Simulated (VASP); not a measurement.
Write the native input for VASP 6.6.1 that does the following.

- Task: single point
- Functional: r2SCAN
- Potentials or basis: VASP PAW PBE potentials, release 64 (Ge_d, Ga_d)
- Cutoff: 520 eV
- k mesh: 6 × 6 × 6
- Occupations: fermi-dirac, width 0.05 eV
- Spin: no spin polarisation
- Dipole correction: no
- Further INCAR settings: ALGO = Normal; EDIFF = 1e-06; NBANDS = 36

The system is GaGe3.

```
Ge Ga
1.0
     4.33477    0.00000    0.00000
     0.00000    4.33477    0.00000
     0.00000    0.00000    4.33477
Ge Ga
3 1
Direct
  0.50000 0.50000 0.00000
  0.50000 0.00000 0.50000
  0.00000 0.50000 0.50000
  0.00000 0.00000 0.00000
```

One way to write it, as run:

POSCAR

```
GaGe3
1.0
    4.3347680618      0.0000000000      0.0000000000
    0.0000000000      4.3347680618      0.0000000000
    0.0000000000      0.0000000000      4.3347680618
Ge Ga
3 1
Direct
    0.5000000000      0.5000000000      0.0000000000
    0.5000000000      0.0000000000      0.5000000000
    0.0000000000      0.5000000000      0.5000000000
    0.0000000000      0.0000000000      0.0000000000
```

INCAR.step1

```
  PREC = Accurate
  ENCUT = 520
  ISMEAR = -1
  SIGMA = 0.05
  LREAL = F
  LASPH = T
  NELM = 100
  NBANDS = 36
  GGA = PE
  ALGO = Normal
  EDIFF = 1E-4
  LWAVE = T
  LCHARG = F
```

INCAR.step2

```
  PREC = Accurate
  ENCUT = 520
  EDIFF = 1E-6
  ISMEAR = -1
  SIGMA = 0.05
  LREAL = F
  LASPH = T
  NELM = 100
  ALGO = Normal
  ISIF = 2
  LWAVE = F
  LCHARG = T
  METAGGA = R2SCAN
  LMIXTAU = T
  LELF = T
  LVHAR = T
  NBANDS = 36
  ISTART = 1
```

KPOINTS

```
regular mesh
0
Gamma
  6 6 6
```

Potentials or basis: VASP PAW PBE potentials, release 64 (Ge_d, Ga_d).

The run is started by

```bash
$ cat potpaw_PBE.64/Ge_d/POTCAR potpaw_PBE.64/Ga_d/POTCAR > POTCAR
$ cp INCAR.step1 INCAR
$ mpirun -np 1 vasp_std > vasp.out
$ cp INCAR.step2 INCAR
$ mpirun -np 1 vasp_std > vasp.out
```

Results of the run:

| Item | Value |
| --- | --- |
| Pressure | -4.2 GPa |
| Band gap on the k mesh | zero (an odd number of electrons rules out a gap without spin polarisation) |

Caveat: the cell stands under tension; the PAW data sets were made with another functional, which shifts forces and pressure a little.

Wall time 2.6 min on 1 thread of Intel Xeon 8259CL, with other jobs on the host, peak memory 0.21 GiB.
